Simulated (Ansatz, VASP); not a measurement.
**Two plane-wave programs on Cr**

Contents of INCAR:

```
SYSTEM = Cr
  PREC = Accurate
  ENCUT = 520
  EDIFF = 1E-6
  ISMEAR = 0
  SIGMA = 0.15
  LREAL = .FALSE.
  LASPH = .TRUE.
  NELM = 60
  ALGO = Fast
  ISIF = 2
  LWAVE = .FALSE.
  LCHARG = .FALSE.
  GGA = PE
  NBANDS = 12
```

Contents of KPOINTS:

```
regular mesh
0
G
  26 26 26
  0 0 0
```

Contents of POSCAR:

```
Cr
1.0
   -1.3968592230      1.3968592230      1.5365451453
    1.3968592230     -1.3968592230      1.5365451453
    1.3968592230      1.3968592230     -1.5365451453
Cr
1
Direct
    0.0000000000      0.0000000000      0.0000000000
```

Input for Ansatz:

```yaml
crystal:
  lattice:
    - [-1.396859223, 1.396859223, 1.5365451453]
    - [1.396859223, -1.396859223, 1.5365451453]
    - [1.396859223, 1.396859223, -1.5365451453]
  atoms:
    - { symbol: Cr, position: [0.0, 0.0, 0.0] }
basis:
  ecutwfc: 420
kpoints:
  mp_grid: { grid: [26, 26, 26] }
hamiltonian:
  xc: pbe
scf:
  occupations: { method: gaussian, width: 0.15 }
output:
  forces: true
  stress: true
  eigenvalues: true
```

Alike in both runs: task single point; functional PBE; k mesh 26 × 26 × 26; occupations gaussian, width 0.15 eV; no spin polarisation.

|  | VASP | Ansatz |
| --- | --- | --- |
| version | VASP 6.6.1 | Ansatz 0.2.0 |
| potentials or method | VASP PAW PBE potentials, release 64 (Cr_pv), cutoff 520 eV | scalar-relativistic, plane waves, PAW |
| valence electrons in the cell | 12 | 14 |

|  | VASP | Ansatz | Ansatz less VASP |
| --- | --- | --- | --- |
| gap on the k mesh at the Fermi level (eV) | none | none | - |
| pressure (GPa) | -8.0 | -7.6 | +0.36 |
| traceless stress, the component that is largest in VASP (GPa) | -17.54 | -17.66 | -0.115 |

A gap of «none» marks a metal or a gap that the smearing closes. The functional is the same, so the differences come from potentials, cutoffs and numerics. VASP's potentials hold 12 valence electrons a cell and Ansatz's 14, so a difference there can come from the potentials and not from the codes.
